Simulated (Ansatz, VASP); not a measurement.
**Two plane-wave programs on Hf3SiC**

```
Hf Si C
1.0
     6.44391    0.00000    0.00000
    -3.22195    5.58059    0.00000
     0.00000    0.00000    5.41288
Hf Si C
6 2 2
Direct
  0.83333 0.66667 0.75000
  0.33333 0.16667 0.75000
  0.83333 0.16667 0.75000
  0.16667 0.33333 0.25000
  0.66667 0.83333 0.25000
  0.16667 0.83333 0.25000
  0.33333 0.66667 0.75000
  0.66667 0.33333 0.25000
  0.00000 0.00000 0.00000
  0.00000 0.00000 0.50000
```

Alike in both runs: task single point; functional PBE; k mesh 3 × 3 × 4; occupations gaussian, width 0.1 eV; no spin polarisation.

|  | VASP | Ansatz |
| --- | --- | --- |
| version | VASP 6.6.1 | Ansatz 0.2.0 |
| potentials or method | VASP PAW PBE potentials, release 64 (Hf_pv, Si, C), cutoff 520 eV | scalar-relativistic, plane waves, PAW |
| valence electrons in the cell | 76 | 172 |

VASP gave:

```
gap on the k mesh at the Fermi level (eV)                     : none
pressure (GPa)                                                : -15.4
traceless stress, the component that is largest in VASP (GPa) : 2.70
rms of the force components (eV/Å)                            : 0.279
```

Estimate Ansatz's values.

gap on the k mesh at the Fermi level (eV): none; pressure (GPa): -14.9; traceless stress, the component that is largest in VASP (GPa): 2.69; rms of the force components (eV/Å): 0.246.

Atom by atom the forces differ by 0.033 eV/Å (rms over components). A gap of «none» marks a metal or a gap that the smearing closes. VASP's potentials hold 76 valence electrons a cell and Ansatz's 172, so a difference there can come from the potentials and not from the codes.

The k mesh is coarse, so the values compare programs but aren't converged. Neither program's run includes spin-orbit coupling.
